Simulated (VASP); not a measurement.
# GeCl5 (P-6m2) in VASP: a series of runs

The runs below take GeCl5 through single point, relaxation of cell and atoms, with PBE.

All numbers are computed with VASP 6.6.1; they aren't measurements. Logs are shortened: lines on timing, memory, paths and dates and some standing lists are left out, and cuts for length are marked.

## (1) The cell of the first run

Symmetry: P-6m2, No. 187, hexagonal system. Conventional cell: a = 5.118 Å, b = 5.118 Å, c = 7.808 Å, α = 90.00°, β = 90.00°, γ = 120.00°. Within 2.5 Å of Ge (site symmetry -6m2) lie 2 Cl at 1.90 Å. Cl (site symmetry -6m2) has 2 Cl at 2.01 Å within 2.7 Å. Cl (site symmetry -6m2) has 9 Cl at 2.95 to 3.57 Å within 3.9 Å. Cl (site symmetry 3m) has 1 Ge at 1.90 Å and 1 Cl at 2.01 Å within 2.5 Å. Cl (site symmetry -6m2) has 3 Ge at 2.95 Å and 6 Cl at 3.51 Å within 3.9 Å.

## (2) Single point, PBE

File INCAR:

```
PREC = Accurate
ENCUT = 520
EDIFF = 1E-6
ISMEAR = 0
SIGMA = 0.1
LREAL = False
LASPH = True
NELM = 100
ALGO = Normal
ISIF = 2
LWAVE = False
LCHARG = True
GGA = PE
LELF = True
LVHAR = True
NBANDS = 34
```

File KPOINTS:

```
Automatic mesh
0
Gamma
  6 6 2
```

File POSCAR:

```
GeCl5
1.0
    5.1179361900      0.0000000000      0.0000000000
   -2.5589681000      4.4322627600      0.0000000000
    0.0000000000      0.0000000000      7.8076907400
Ge Cl
1 5
Direct
    0.0000000000      0.0000000000      0.0000000000
    0.0000000000      0.0000000000      0.5000000000
    0.3333333300      0.6666666700      0.5000000000
    0.0000000000      0.0000000000      0.7569146700
    0.0000000000      0.0000000000      0.2430853300
    0.3333333300      0.6666666700      0.0000000000
```

Potentials or basis: VASP PAW PBE potentials, release 64 (Ge_d, Cl).

Started as:

```
cat potpaw_PBE.64/Ge_d/POTCAR potpaw_PBE.64/Cl/POTCAR > POTCAR
mpirun -np 1 vasp_std > vasp.out
```

OUTCAR:

```text
PREC = Accurate
   ENCUT = 520
   EDIFF = 1E-6
   ISMEAR = 0
   LREAL = False
   LASPH = True
   NELM = 100
   ISIF = 2
   GGA = PE

 ion  position               nearest neighbor table
   1  0.000  0.000  0.000-   4 1.90   5 1.90
   2  0.000  0.000  0.500-   4 2.01   5 2.01
   3  0.333  0.667  0.500-
   4  0.000  0.000  0.757-   1 1.90   2 2.01
   5  0.000  0.000  0.243-   1 1.90   2 2.01
   6  0.333  0.667  0.000-

  LATTYP: Found a hexagonal cell.
 ALAT       =     5.1179361900
 C/A-ratio  =     1.5255545302

  Lattice vectors:

 A1 = (   5.1179361900,   0.0000000000,   0.0000000000)
 A2 = (  -2.5589681000,   4.4322627600,   0.0000000000)
 A3 = (   0.0000000000,   0.0000000000,   7.8076907400)

Analysis of symmetry for initial positions (statically):
=====================================================================
 Subroutine PRICEL returns:
 Original cell was already a primitive cell.

 Routine SETGRP: Setting up the symmetry group for a
 hexagonal supercell.

 Subroutine GETGRP returns: Found 12 space group operations
 (whereof 12 operations were pure point group operations)
 out of a pool of 24 trial point group operations.

The static configuration has the point symmetry D_3h.

Analysis of symmetry for dynamics (positions and initial velocities):
=====================================================================
 Subroutine PRICEL returns:
 Original cell was already a primitive cell.

 Routine SETGRP: Setting up the symmetry group for a
 hexagonal supercell.

 Subroutine GETGRP returns: Found 12 space group operations
 (whereof 12 operations were pure point group operations)
 out of a pool of 24 trial point group operations.

The dynamic configuration has the point symmetry D_3h.

 Subroutine INISYM returns: Found 12 space group operations
 (whereof 12 operations are pure point group operations),
 and found     1 'primitive' translations

----------------------------------------------------------------------------------------

                                     Primitive cell

  volume of cell :     177.1100

  direct lattice vectors                    reciprocal lattice vectors
     5.117936190  0.000000000  0.000000000     0.195391260  0.112809197  0.000000000
    -2.558968100  4.432262760  0.000000000     0.000000000  0.225618393  0.000000000
     0.000000000  0.000000000  7.807690740     0.000000000  0.000000000  0.128078843

  length of vectors
     5.117936190  5.117936196  7.807690740     0.225618393  0.225618393  0.128078843

  position of ions in fractional coordinates (direct lattice)
     0.000000000  0.000000000  0.000000000
     0.000000000  0.000000000  0.500000000
     0.333333330  0.666666670  0.500000000
     0.000000000  0.000000000  0.756914670
     0.000000000  0.000000000  0.243085330
     0.333333330  0.666666670  0.000000000

  ion indices of the primitive-cell ions
   primitive index   ion index
                 1           1
                 2           2
                 3           3
                 4           4
                 5           5
                 6           6

----------------------------------------------------------------------------------------

 KPOINTS: Automatic mesh

Automatic generation of k-mesh.
 Grid dimensions read from file:
 generate k-points for:    6    6    2

 Generating k-lattice:

  Cartesian coordinates                     Fractional coordinates (reciprocal lattice)
     0.032565210  0.018801533  0.000000000     0.166666667  0.000000000  0.000000000
     0.000000000  0.037603065  0.000000000     0.000000000  0.166666667  0.000000000
     0.000000000  0.000000000  0.064039422     0.000000000  0.000000000  0.500000000

  Length of vectors
     0.037603065  0.037603065  0.064039422

  Shift w.r.t. Gamma in fractional coordinates (k-lattice)
     0.000000000  0.000000000  0.000000000

 Subroutine IBZKPT returns following result:
 ===========================================

 Found     14 irreducible k-points:

 Following reciprocal coordinates:
            Coordinates               Weight
  0.000000  0.000000  0.000000      1.000000
  0.166667  0.000000  0.000000      6.000000
  0.333333  0.000000  0.000000      6.000000
  0.500000  0.000000  0.000000      3.000000
  0.166667  0.166667  0.000000      6.000000
  0.333333  0.166667  0.000000     12.000000
  0.333333  0.333333  0.000000      2.000000
  0.000000  0.000000  0.500000      1.000000
  0.166667  0.000000  0.500000      6.000000
  0.333333  0.000000  0.500000      6.000000
  0.500000  0.000000  0.500000      3.000000
  0.166667  0.166667  0.500000      6.000000
  0.333333  0.166667  0.500000     12.000000
  0.333333  0.333333  0.500000      2.000000
   k-points           NKPTS =     14   k-points in BZ     NKDIM =     14   number of bands    NBANDS=     34
   number of dos      NEDOS =    301   number of ions     NIONS =      6
   total plane-waves  NPLWV =  96000
   dimension x,y,z NGX =    40 NGY =   40 NGZ =   60
   dimension x,y,z NGXF=    80 NGYF=   80 NGZF=  120
   ions per type =               1   5
   NGX,Y,Z   is equivalent  to a cutoff of  12.99, 12.99, 12.78 a.u.
   NGXF,Y,Z  is equivalent  to a cutoff of  25.99, 25.99, 25.55 a.u.
 SYSTEM =  unknown system
   PREC   = accura    normal or accurate (medium, high low for compatibility)
   ISTART =      0    job   : 0-new  1-cont  2-samecut
   ICHARG =      2    charge: 1-file 2-atom 10-const
   ISPIN  =      1    spin polarized calculation?
   LNONCOLLINEAR =      F non collinear calculations
   LSORBIT =      F    spin-orbit coupling
   LASPH  =      T    aspherical Exc in radial PAW
   ENCUT  =  520.0 eV  38.22 Ry    6.18 a.u.   9.52  9.52 14.52*2*pi/ulx,y,z
   NELM   =    100;   NELMIN=  2; NELMDL= -5     # of ELM steps
   EDIFF  = 0.1E-05   stopping-criterion for ELM
   LREAL  =      F    real-space projection
   EDIFFG = 0.1E-04   stopping-criterion for IOM
   NSW    =      0    number of steps for IOM
   IBRION =     -1    ionic relax: 0-MD 1-quasi-New 2-CG
   NFREE  =      0    steps in history (QN), initial steepest desc. (CG)
   ISIF   =      2    stress and relaxation
   ISYM   =      2    0-nonsym 1-usesym 2-fastsym
   POTIM  = 0.5000    time-step for ionic-motion
   TEBEG  =    0.0;   TEEND  =   0.0 temperature during run
   PSTRESS=    0.0 pullay stress
   NELECT =      49.0000    total number of electrons
   NUPDOWN=      -1.0000    fix difference up-down
   EMIN   =  10.00;   EMAX   =-10.00  energy-range for DOS
   EFERMI =   0.00;   METHOD = LEGACY
   ISMEAR =     0;   SIGMA  =   0.10  broadening in eV -4-tet -1-fermi 0-gaus
   EFERMI_NEDOS =   21; number of points for ismear=-14 and -15
   IALGO  =     38    algorithm
   IMIX   =      4    mixing-type and parameters
     AMIX     =   0.40;   BMIX     =  1.00
     AMIX_MAG =   1.60;   BMIX_MAG =  1.00
  volume/ion in A,a.u.               =      29.52       199.20
  Fermi-wavevector in a.u.,A,eV,Ry     =   1.066742  2.015849 15.482579  1.137937
  Thomas-Fermi vector in A             =   2.202336
   LORBIT       =      0    0 simple, 1 ext, 2 COOP (PROOUT), +10 PAW based schemes
   GGA     = PE    functional components
   LHFCALC =     F    Hartree Fock is set to
   AEXX    =    0.0000 exact exchange contribution
   IVDW    =     0    specifies the selected vdW correction
   LEPSILON=     F    determine dielectric tensor
   LRPA    =     F    only Hartree local field effects (RPA)
 non-spin polarized calculation
 Gauss-broadening in eV      SIGMA  =   0.10
  energy-cutoff  :      520.00
  volume of cell :      177.11
 maximum number of plane-waves:      4830
 NGX is ok and might be reduce to    40
   NGX = 19   NGY = 19   NGZ = 29

 number of electron      48.9999999 magnetization

 Free energy of the ion-electron system (eV)
  ---------------------------------------------------
  ext. energy  EPLUGINS =         0.00000000
  ---------------------------------------------------
  free energy    TOTEN  =        -9.37244894 eV

  energy without entropy =       -9.33244384  energy(sigma->0) =       -9.35244639

 E-fermi :   1.3851     XC(G=0):  -7.5037

 val. band max:        1.3544237034   @ k =   0.0000   0.0000   0.0000
 cond. band min:       1.4287897524   @ k =   0.3333   0.3333   0.0000
 fundamental gap:      0.0743660490
 Fermi energy:         1.3850746154

 k-point     1 :       0.0000    0.0000    0.0000
  band No.  band energies     occupation
      1     -26.1363      2.00000
      2     -25.6926      2.00000
      3     -25.6926      2.00000
      4     -25.6670      2.00000
      5     -25.6670      2.00000
      6     -18.7612      2.00000
[... 26 lines left out ...]
     33       8.6810      0.00000
     34       8.9036      0.00000

 k-point     2 :       0.1667    0.0000    0.0000
  band No.  band energies     occupation
      1     -26.1363      2.00000
      2     -25.6926      2.00000
      3     -25.6926      2.00000
      4     -25.6671      2.00000
      5     -25.6670      2.00000
      6     -18.7564      2.00000
[... 26 lines left out ...]
     33       8.6422      0.00000
     34       9.1437      0.00000

 k-point     3 :       0.3333    0.0000    0.0000
  band No.  band energies     occupation
      1     -26.1363      2.00000
      2     -25.6926      2.00000
      3     -25.6926      2.00000
      4     -25.6671      2.00000
      5     -25.6669      2.00000
      6     -18.7467      2.00000
[... 26 lines left out ...]
     33       8.4378      0.00000
     34       9.2875      0.00000
[... 334 lines left out ...]
 k-point    13 :       0.3333    0.1667    0.5000
  band No.  band energies     occupation
      1     -26.1356      2.00000
      2     -25.6927      2.00000
      3     -25.6926      2.00000
      4     -25.6671      2.00000
      5     -25.6668      2.00000
      6     -18.7448      2.00000
[... 26 lines left out ...]
     33       9.6300      0.00000
     34       9.8702      0.00000

 k-point    14 :       0.3333    0.3333    0.5000
  band No.  band energies     occupation
      1     -26.1356      2.00000
      2     -25.6927      2.00000
      3     -25.6926      2.00000
      4     -25.6671      2.00000
      5     -25.6668      2.00000
      6     -18.7432      2.00000
[... 26 lines left out ...]
     33       9.6864      0.00000
     34       9.7172      0.00000

------------------------ aborting loop because EDIFF is reached ----------------------------------------

  FORCE on cell =-STRESS in cart. coord.  units (eV):
  Direction    XX          YY          ZZ          XY          YZ          ZX
  --------------------------------------------------------------------------------------
  -------------------------------------------------------------------------------------
  Total        0.0587602      0.0587602     44.7342509     -0.0000000      0.0000000     -0.0000000
  in kB        0.5315584      0.5315584    404.6763118     -0.0000000      0.0000000     -0.0000000
  external PRESSURE =     135.2464762 kB  Pullay stress =       0.0000000 kB

 VOLUME and BASIS-vectors are now :
 -----------------------------------------------------------------------------
  energy-cutoff  :      520.00
  volume of cell :      177.11
      direct lattice vectors                 reciprocal lattice vectors
     5.117936190  0.000000000  0.000000000     0.195391260  0.112809197  0.000000000
    -2.558968100  4.432262760  0.000000000     0.000000000  0.225618393  0.000000000
     0.000000000  0.000000000  7.807690740     0.000000000  0.000000000  0.128078843

 POSITION                                       TOTAL-FORCE (eV/Angst)
 -----------------------------------------------------------------------------------
      0.00000      0.00000      0.00000         0.000000      0.000000     -0.000000
      0.00000      0.00000      3.90385         0.000000      0.000000     -0.000000
     -0.00000      2.95484      3.90385        -0.000000      0.000000     -0.000000
      0.00000      0.00000      5.90976         0.000000     -0.000000     -2.833883
      0.00000      0.00000      1.89794         0.000000     -0.000000      2.833883
     -0.00000      2.95484      0.00000         0.000000      0.000000     -0.000000
 -----------------------------------------------------------------------------------
    total drift:                                0.000048     -0.000028     -0.000000

  FREE ENERGIE OF THE ION-ELECTRON SYSTEM (eV)
  ---------------------------------------------------
  free  energy   TOTEN  =        -9.3724489388 eV

  energy  without entropy=       -9.3324438359  energy(sigma->0) =       -9.35244639
```

Run time: 94 s. Hardware: 1 thread of Intel Xeon 6975P-C (Granite Rapids), shared host; peak memory 0.31 GiB.

Results:

```yaml
Free_energy: -9.3724 eV
Pressure: 13.5 GPa
Largest_force: 2.834 eV/Å
```

Forces on the atoms (eV/Å):
```
Ge   0.000  0.000  0.000
Cl   0.000  0.000  0.000
Cl   0.000  0.000  0.000
Cl   0.000  0.000 -2.834
Cl   0.000  0.000  2.834
Cl   0.000  0.000  0.000
```

Caveat: the k points lie up to 0.40 Å⁻¹ apart; an odd number of electrons without spin polarisation forces a metal; a magnetic or distorted state may lie lower.

(Part 1 of 2 ends here.)
